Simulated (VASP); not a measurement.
Wanted: the native input for a VASP 6.6.1 run.

```
Task                   : dielectric tensor
Functional             : PBE
Potentials or basis    : VASP PAW PBE potentials, release 64 (Ti_sv, O)
Cutoff                 : 520 eV
k mesh                 : 4 × 4 × 8
Occupations            : gaussian, width 0.01 eV
Spin                   : no spin polarisation
Dipole correction      : no
Further INCAR settings : ALGO = Normal; EDIFF = 1e-08
```

The structure of TiO2 lies in POSCAR:

```
TiO2
1.0
    4.5968462420      0.0000000000      0.0000000000
    0.0000000000      4.5968462420      0.0000000000
    0.0000000000      0.0000000000      2.9535012919
Ti O
2 4
Direct
    0.0000000000      0.0000000000      0.0000000000
    0.5000000000      0.5000000000      0.5000000000
    0.3046429943      0.3046429943      0.0000000000
    0.1953570057      0.8046429943      0.5000000000
    0.6953570057      0.6953570057      0.0000000000
    0.8046429943      0.1953570057      0.5000000000
```

The input as run:

INCAR

```
SYSTEM = TiO2
  PREC = Accurate
  ENCUT = 520
  EDIFF = 1E-8
  ISMEAR = 0
  SIGMA = 0.01
  LREAL = .FALSE.
  LASPH = .TRUE.
  NELM = 60
  ALGO = Normal
  ISIF = 2
  LWAVE = .FALSE.
  LCHARG = .FALSE.
  GGA = PE
  LEPSILON = .TRUE.
```

KPOINTS

```
regular mesh
0
G
  4 4 8
  0 0 0
```

Potentials or basis: VASP PAW PBE potentials, release 64 (Ti_sv, O).

The run is started by

```console
$ cat potpaw_PBE.64/Ti_sv/POTCAR potpaw_PBE.64/O/POTCAR > POTCAR
$ mpirun -np 1 vasp_std > vasp.out
```

Results of the run:

```yaml
Band_gap_on_the_k_mesh: 1.86 eV
Electronic_dielectric_tensor_diagonal: 7.45, 7.45, 8.87
Born_charges_mean_of_the_diagonal: Ti +6.79; O -3.40 e
```

Run time: 14 min on 1 thread of Intel(R) Xeon(R) Platinum 8259CL CPU @ 2.50GHz (Skylake/Cascade Lake), with other jobs on the host, peak memory 0.36 GiB.
